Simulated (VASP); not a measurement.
# Sb (R-3m) in VASP: settings compared

Sb is run at these levels: PBEsol, PBE, r2SCAN; tasks: single point.

Program: VASP 6.6.1. These are calculated values, not measurements. Logs are shortened: lines on timing, memory, paths and dates and some standing lists are left out, and cuts for length are marked.

## 1. The cell of the first run

Symmetry: R-3m, No. 166, trigonal system. The conventional cell has a = 4.319 Å, b = 4.319 Å, c = 11.059 Å, α = 90.00°, β = 90.00°, γ = 120.00°. Sb (site symmetry 3m) has 6 Sb at 2.93 to 3.29 Å within 3.9 Å.

## 2. Single point, PBEsol

INCAR reads:

```
SYSTEM = Sb
PREC = Accurate
ENCUT = 520
EDIFF = 1E-6
ISMEAR = -1
SIGMA = 0.05
LREAL = .False.
LASPH = .True.
NELM = 80
ALGO = Normal
ISIF = 2
LWAVE = .False.
LCHARG = .True.
GGA = PS
LELF = .True.
LVHAR = .True.
NBANDS = 12
```

KPOINTS reads:

```
regular mesh
0
Gamma
  7 7 7
  0 0 0
```

POSCAR reads:

```
Sb
1.0
    2.1595420000      1.2468120000      3.6863800000
   -2.1595420000      1.2468120000      3.6863800000
    0.0000000000     -2.4936250000      3.6863800000
Sb
2
Direct
    0.2360160000      0.2360160000      0.2360170000
    0.7639830000      0.7639830000      0.7639840000
```

Potentials or basis: VASP PAW PBE potentials, release 64 (Sb).

Run with:

```sh
cat potpaw_PBE.64/Sb/POTCAR > POTCAR
mpirun -np 1 vasp_std > vasp.out
```

OUTCAR:

```text
SYSTEM = Sb
   PREC = Accurate
   ENCUT = 520
   EDIFF = 1E-6
   ISMEAR = -1
   LREAL = .False.
   LASPH = .True.
   NELM = 80
   ISIF = 2
   GGA = PS

 ion  position               nearest neighbor table
   1  0.236  0.236  0.236-   2 2.93   2 2.93   2 2.93   2 3.29   2 3.29   2 3.29
   2  0.764  0.764  0.764-   1 2.93   1 2.93   1 2.93   1 3.29   1 3.29   1 3.29

  LATTYP: Found a trigonal (rhomboedric) cell.
 ALAT       =     4.4505684263
 COS(alpha) =     0.5291068299

  Lattice vectors:

 A1 = (   2.1595420000,   1.2468120000,   3.6863800000)
 A2 = (  -2.1595420000,   1.2468120000,   3.6863800000)
 A3 = (   0.0000000000,  -2.4936250000,   3.6863800000)

Analysis of symmetry for initial positions (statically):
=====================================================================
 Subroutine PRICEL returns:
 Original cell was already a primitive cell.

 Routine SETGRP: Setting up the symmetry group for a
 trigonal (rhombohedral) supercell.

 Subroutine GETGRP returns: Found 12 space group operations
 (whereof 12 operations were pure point group operations)
 out of a pool of 12 trial point group operations.

The static configuration has the point symmetry D_3d.

Analysis of symmetry for dynamics (positions and initial velocities):
=====================================================================
 Subroutine PRICEL returns:
 Original cell was already a primitive cell.

 Routine SETGRP: Setting up the symmetry group for a
 trigonal (rhombohedral) supercell.

 Subroutine GETGRP returns: Found 12 space group operations
 (whereof 12 operations were pure point group operations)
 out of a pool of 12 trial point group operations.

The dynamic configuration has the point symmetry D_3d.

 Subroutine INISYM returns: Found 12 space group operations
 (whereof 12 operations are pure point group operations),
 and found     1 'primitive' translations

----------------------------------------------------------------------------------------

                                     Primitive cell

  volume of cell :      59.5544

  direct lattice vectors                    reciprocal lattice vectors
     2.159542000  1.246812000  3.686380000     0.231530575  0.133674220  0.090422956
    -2.159542000  1.246812000  3.686380000    -0.231530575  0.133674220  0.090422956
     0.000000000 -2.493625000  3.686380000     0.000000000 -0.267348441  0.090422920

  length of vectors
     4.450568426  4.450568426  4.450568856     0.282226000  0.282226000  0.282225961

  position of ions in fractional coordinates (direct lattice)
     0.236016000  0.236016000  0.236017000
     0.763983000  0.763983000  0.763984000

  ion indices of the primitive-cell ions
   primitive index   ion index
                 1           1
                 2           2

----------------------------------------------------------------------------------------

 KPOINTS: regular mesh

Automatic generation of k-mesh.
 Grid dimensions read from file:
 generate k-points for:    7    7    7

 Generating k-lattice:

  Cartesian coordinates                     Fractional coordinates (reciprocal lattice)
     0.033075796  0.019096317  0.012917565     0.142857143  0.000000000  0.000000000
    -0.033075796  0.019096317  0.012917565     0.000000000  0.142857143  0.000000000
     0.000000000 -0.038192634  0.012917560     0.000000000  0.000000000  0.142857143

  Length of vectors
     0.040318000  0.040318000  0.040317994

  Shift w.r.t. Gamma in fractional coordinates (k-lattice)
     0.000000000  0.000000000  0.000000000

 Subroutine IBZKPT returns following result:
 ===========================================

 Found     44 irreducible k-points:

 Following reciprocal coordinates:
            Coordinates               Weight
  0.000000  0.000000  0.000000      1.000000
  0.142857  0.000000  0.000000      6.000000
  0.285714  0.000000  0.000000      6.000000
  0.428571 -0.000000  0.000000      6.000000
  0.142857  0.142857  0.000000      6.000000
  0.285714  0.142857  0.000000     12.000000
[... 16 lines left out ...]
  0.285714  0.285714  0.142857      6.000000
  0.428571  0.285714  0.142857     12.000000
 [... further k-points ...]
   k-points           NKPTS =     44   k-points in BZ     NKDIM =     44   number of bands    NBANDS=     12
   number of dos      NEDOS =    301   number of ions     NIONS =      2
   total plane-waves  NPLWV =  46656
   dimension x,y,z NGX =    36 NGY =   36 NGZ =   36
   dimension x,y,z NGXF=    72 NGYF=   72 NGZF=   72
   ions per type =               2
   NGX,Y,Z   is equivalent  to a cutoff of  13.45, 13.45, 13.45 a.u.
   NGXF,Y,Z  is equivalent  to a cutoff of  26.89, 26.89, 26.89 a.u.
 SYSTEM =  Sb
   PREC   = accura    normal or accurate (medium, high low for compatibility)
   ISTART =      0    job   : 0-new  1-cont  2-samecut
   ICHARG =      2    charge: 1-file 2-atom 10-const
   ISPIN  =      1    spin polarized calculation?
   LNONCOLLINEAR =      F non collinear calculations
   LSORBIT =      F    spin-orbit coupling
   LASPH  =      T    aspherical Exc in radial PAW
   ENCUT  =  520.0 eV  38.22 Ry    6.18 a.u.   8.28  8.28  8.28*2*pi/ulx,y,z
   NELM   =     80;   NELMIN=  2; NELMDL= -5     # of ELM steps
   EDIFF  = 0.1E-05   stopping-criterion for ELM
   LREAL  =      F    real-space projection
   EDIFFG = 0.1E-04   stopping-criterion for IOM
   NSW    =      0    number of steps for IOM
   IBRION =     -1    ionic relax: 0-MD 1-quasi-New 2-CG
   NFREE  =      0    steps in history (QN), initial steepest desc. (CG)
   ISIF   =      2    stress and relaxation
   ISYM   =      2    0-nonsym 1-usesym 2-fastsym
   POTIM  = 0.5000    time-step for ionic-motion
   TEBEG  =    0.0;   TEEND  =   0.0 temperature during run
   PSTRESS=    0.0 pullay stress
   NELECT =      10.0000    total number of electrons
   NUPDOWN=      -1.0000    fix difference up-down
   EMIN   =  10.00;   EMAX   =-10.00  energy-range for DOS
   EFERMI =   0.00;   METHOD = LEGACY
   ISMEAR =    -1;   SIGMA  =   0.05  broadening in eV -4-tet -1-fermi 0-gaus
   EFERMI_NEDOS =   21; number of points for ismear=-14 and -15
   IALGO  =     38    algorithm
   IMIX   =      4    mixing-type and parameters
     AMIX     =   0.40;   BMIX     =  1.00
     AMIX_MAG =   1.60;   BMIX_MAG =  1.00
  volume/ion in A,a.u.               =      29.78       200.95
  Fermi-wavevector in a.u.,A,eV,Ry     =   0.903171  1.706746 11.098523  0.815718
  Thomas-Fermi vector in A             =   2.026464
   LORBIT       =      0    0 simple, 1 ext, 2 COOP (PROOUT), +10 PAW based schemes
   GGA     = PS    functional components
   LHFCALC =     F    Hartree Fock is set to
   AEXX    =    0.0000 exact exchange contribution
   IVDW    =     0    specifies the selected vdW correction
   LEPSILON=     F    determine dielectric tensor
   LRPA    =     F    only Hartree local field effects (RPA)
 non-spin polarized calculation
  energy-cutoff  :      520.00
  volume of cell :       59.55
 maximum number of plane-waves:      1612
 NGX is ok and might be reduce to    36
   NGX = 17   NGY = 17   NGZ = 17

 number of electron      10.0000000 magnetization

 Free energy of the ion-electron system (eV)
  ---------------------------------------------------
  ext. energy  EPLUGINS =         0.00000000
  ---------------------------------------------------
  free energy    TOTEN  =        -9.13650332 eV

  energy without entropy =       -9.13554034  energy(sigma->0) =       -9.13602183

 E-fermi :   7.1789     XC(G=0):  -9.7353

 val. band max:        7.0203284703   @ k =   0.2857   0.1429   0.1429
 cond. band min:       7.3365683307   @ k =   0.4286  -0.0000   0.0000
 fundamental gap:      0.3162398604
 Fermi energy:         7.1789432858

 k-point     1 :       0.0000    0.0000    0.0000
  band No.  band energies     occupation
      1      -5.4884      2.00000
      2       2.5639      2.00000
      3       5.2904      2.00000
      4       5.4641      2.00000
      5       5.4641      2.00000
      6       9.6050      0.00000
      7      10.0924      0.00000
      8      10.0924      0.00000
      9      12.2068      0.00000
     10      12.2068      0.00000
     11      12.3453      0.00000
     12      13.7663      0.00000

 k-point     2 :       0.1429    0.0000    0.0000
  band No.  band energies     occupation
      1      -5.2617      2.00000
      2       1.5934      2.00000
      3       5.3310      2.00000
      4       5.4415      2.00000
      5       5.8959      2.00000
      6       9.2834      0.00000
      7       9.4841      0.00000
      8       9.4952      0.00000
      9      11.7467      0.00000
     10      12.2516      0.00000
     11      12.4326      0.00000
     12      15.1614      0.00000

 k-point     3 :       0.2857    0.0000    0.0000
  band No.  band energies     occupation
      1      -4.5896      2.00000
      2      -0.1793      2.00000
      3       5.4250      2.00000
      4       5.4380      2.00000
      5       6.3933      2.00000
      6       8.2729      0.00000
      7       8.3999      0.00000
      8       8.4094      0.00000
      9      12.4842      0.00000
     10      13.1963      0.00000
     11      13.5957      0.00000
     12      17.7103      0.00000

 k-point     4 :       0.4286   -0.0000    0.0000
  band No.  band energies     occupation
      1      -3.5188      2.00000
      2      -1.9070      2.00000
      3       5.4991      2.00000
      4       5.6247      2.00000
      5       6.7730      1.99940
      6       7.3366      0.08199
      7       7.5993      0.00045
      8       7.6637      0.00012
      9      14.2395      0.00000
     10      15.1089      0.00000
     11      15.4744      0.00000
     12      16.6596      0.00000

 k-point     5 :       0.1429    0.1429    0.0000
  band No.  band energies     occupation
      1      -5.1973      2.00000
      2       1.5367      2.00000
      3       4.7852      2.00000
      4       4.9709      2.00000
      5       6.8611      1.99654
      6       7.9926      0.00000
      7       9.8169      0.00000
      8      10.4791      0.00000
      9      11.5103      0.00000
     10      12.8198      0.00000
     11      13.0824      0.00000
     12      14.4248      0.00000
[... 228 lines left out ...]
      1      -3.7225      2.00000
      2      -1.3341      2.00000
      3       4.6420      2.00000
      4       4.6944      2.00000
      5       5.2821      2.00000
      6       8.9628      0.00000
      7       9.0144      0.00000
      8       9.0236      0.00000
      9      11.9165      0.00000
     10      15.6525      0.00000
     11      16.0105      0.00000
     12      17.0265      0.00000

 k-point    22 :      -0.1429    0.1429    0.1429
  band No.  band energies     occupation
      1      -4.6626      2.00000
      2       0.3088      2.00000
      3       4.6566      2.00000
      4       4.8089      2.00000
      5       5.8489      2.00000
      6       8.3827      0.00000
      7       9.5408      0.00000
      8      10.0347      0.00000
      9      11.2233      0.00000
     10      13.7836      0.00000
     11      14.1454      0.00000
     12      16.0310      0.00000

 k-point    23 :       0.2857    0.2857    0.1429
  band No.  band energies     occupation
      1      -4.7510      2.00000
      2       0.3422      2.00000
      3       4.6050      2.00000
      4       4.7524      2.00000
      5       6.3174      2.00000
      6       8.4248      0.00000
      7       9.8318      0.00000
      8      10.0257      0.00000
      9      11.3970      0.00000
     10      13.8817      0.00000
     11      14.3224      0.00000
     12      15.5878      0.00000

 k-point    24 :       0.4286    0.2857    0.1429
  band No.  band energies     occupation
      1      -4.1470      2.00000
      2      -0.4316      2.00000
      3       3.3844      2.00000
      4       4.4154      2.00000
      5       5.9127      2.00000
      6       8.7405      0.00000
      7       9.9767      0.00000
      8      10.6853      0.00000
      9      11.9548      0.00000
     10      14.6293      0.00000
     11      15.5594      0.00000
     12      16.1918      0.00000

 [... further k-points ...]

------------------------ aborting loop because EDIFF is reached ----------------------------------------

  FORCE on cell =-STRESS in cart. coord.  units (eV):
  Direction    XX          YY          ZZ          XY          YZ          ZX
  --------------------------------------------------------------------------------------
  -------------------------------------------------------------------------------------
  Total        0.1255803      0.1255803      0.0374732      0.0000000     -0.0000000      0.0000000
  in kB        3.3784533      3.3784542      1.0081315      0.0000000     -0.0000001      0.0000000
  external PRESSURE =       2.5883463 kB  Pullay stress =       0.0000000 kB

 VOLUME and BASIS-vectors are now :
 -----------------------------------------------------------------------------
  energy-cutoff  :      520.00
  volume of cell :       59.55
      direct lattice vectors                 reciprocal lattice vectors
     2.159542000  1.246812000  3.686380000     0.231530575  0.133674220  0.090422956
    -2.159542000  1.246812000  3.686380000    -0.231530575  0.133674220  0.090422956
     0.000000000 -2.493625000  3.686380000     0.000000000 -0.267348441  0.090422920

 POSITION                                       TOTAL-FORCE (eV/Angst)
 -----------------------------------------------------------------------------------
      0.00000     -0.00000      2.61014         0.000000      0.000000     -0.021920
      0.00000     -0.00000      8.44900         0.000000     -0.000000      0.021920
 -----------------------------------------------------------------------------------
    total drift:                                0.000000      0.000823      0.000613

  FREE ENERGIE OF THE ION-ELECTRON SYSTEM (eV)
  ---------------------------------------------------
  free  energy   TOTEN  =        -9.1365033198 eV

  energy  without entropy=       -9.1355403371  energy(sigma->0) =       -9.13602183
```

It took 35 s on 1 thread of Intel Xeon Platinum 8375C at 2.90GHz (Ice Lake), shared host; peak memory 0.2 GiB.

What came out:

| Item | Value |
| --- | --- |
| Free energy | -9.1365 eV |
| Pressure | 0.3 GPa |
| Largest force | 0.022 eV/Å |
| Band gap on the k mesh | 0.32 eV, indirect (least direct gap 0.56 eV) |

Forces on the atoms (eV/Å):
```
Sb   0.000  0.000 -0.022
Sb   0.000  0.000  0.022
```

Levels at points of the mesh, in eV from the valence-band top:
```csv
k point,band 1,band 2,band 3,band 4,band 5,band 6,band 7,band 8,band 9,band 10
"(0.00, 0.00, 0.00)",-12.51,-4.46,-1.73,-1.56,-1.56,2.58,3.07,3.07,5.19,5.19
```

Caveat: the PAW data sets were made with another functional, which shifts forces and pressure a little; spin-orbit coupling is left out, which moves the levels of the heavy elements. A k mesh can miss the band edges.

## 3. Single point, PBE

INCAR reads:

```
SYSTEM = Sb
PREC = Accurate ; ENCUT = 520
EDIFF = 1E-7 ; ISMEAR = -1
SIGMA = 0.05 ; LREAL = .False.
LASPH = .True. ; NELM = 80
ALGO = Normal ; ISIF = 2
LWAVE = .False. ; LCHARG = .False.
GGA = PE ; NBANDS = 12
```

KPOINTS reads:

```
Automatic mesh
0
Gamma
  7 7 7
  0 0 0
```

POSCAR is that of step 2.

Potentials or basis: VASP PAW PBE potentials, release 64 (Sb).

Run with:

```sh
cat potpaw_PBE.64/Sb/POTCAR > POTCAR
mpirun -np 1 vasp_std > vasp.out
```

It took 34 s on 1 thread of Intel Xeon Platinum 8375C at 2.90GHz (Ice Lake), shared host; peak memory 0.2 GiB.

Results (log left out):

```
Free energy            : -8.2632 eV
Pressure               : 2.9 GPa
Largest force          : 0.011 eV/Å
Band gap on the k mesh : 0.33 eV, indirect (least direct gap 0.57 eV)
```

Forces on the atoms (eV/Å):
```
Sb   0.000  0.000  0.011
Sb   0.000  0.000 -0.011
```

Stress tensor (GPa, compression positive):
```
2.94 0.00 0.00
0.00 2.94 0.00
0.00 0.00 2.72
```

Levels at points of the mesh, in eV from the valence-band top:
```
           k point  band 3  band 4  band 5  band 6  band 7  band 8
(0.00, 0.00, 0.00)   -1.74   -1.58   -1.58    2.58    3.07    3.07
```

Caveat: spin-orbit coupling is left out, which moves the levels of the heavy elements.

(Continued in part 2 of 2.)
